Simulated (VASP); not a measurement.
Write the native input for VASP 6.6.1 that does the following.

| Item | Value |
| --- | --- |
| Task | relaxation of cell and atoms |
| Functional | PBE |
| Potentials or basis | VASP PAW PBE potentials, release 64 (Au, Cl, O) |
| Cutoff | 600 eV |
| k mesh | 8 × 8 × 8 |
| Occupations | gaussian, width 0.1 eV |
| Spin | no spin polarisation |
| Dipole correction | no |
| Further INCAR settings | ALGO = Normal; EDIFF = 1e-06; IBRION = 2; EDIFFG = -0.005; NSW = 100; ISIF = 3 |

The structure of Au3ClO lies in POSCAR:

```
Au3ClO
1.0
    4.5527548759      0.0000000000      0.0000000000
    0.0000000000      4.5527548759      0.0000000000
    0.0000000000      0.0000000000      4.5527548759
Au Cl O
3 1 1
Direct
    0.0000000000      0.5000000000      0.5000000000
    0.5000000000      0.0000000000      0.5000000000
    0.5000000000      0.5000000000      0.0000000000
    0.0000000000      0.0000000000      0.0000000000
    0.5000000000      0.5000000000      0.5000000000
```

These files were run (other wordings do the same):

INCAR

```
ALGO = Normal ; EDIFF = 1E-6
EDIFFG = -0.005 ; ENCUT = 600
GGA = PE ; IBRION = 2
ISIF = 3 ; ISMEAR = 0
LASPH = T ; LCHARG = F
LREAL = F ; LWAVE = F
NELM = 100 ; NSW = 100
PREC = Accurate ; SIGMA = 0.1
```

KPOINTS

```
k-points
0
Gamma
  8 8 8
```

Potentials or basis: VASP PAW PBE potentials, release 64 (Au, Cl, O).

Command:

```console
$ cat potpaw_PBE.64/Au/POTCAR potpaw_PBE.64/Cl/POTCAR potpaw_PBE.64/O/POTCAR > POTCAR
$ mpirun -np 1 vasp_std > vasp.out
```

It gave:

```yaml
Relaxed_volume: 18.85 Å³/atom
Relaxed_cell: a = 4.551 Å, b = 4.551 Å, c = 4.551 Å, α = 90.00°, β = 90.00°, γ = 90.00°
Space_group_after_relaxing_to_0.1_Å: Pm-3m (No. 221)
Energy_gained_by_relaxing: 0.0 meV/atom
Ionic_steps: 2
Pressure_after_relaxing: 0.0 GPa
Band_gap_on_the_k_mesh: zero (bands 23 and 24 overlap by 1.32 eV)
```

Caveat: spin-orbit coupling is left out, which moves the levels of the heavy elements.

Run time: 54 s on 1 thread of Intel(R) Xeon(R) 6975P-C (Granite Rapids), on a shared host, peak memory 0.28 GiB.
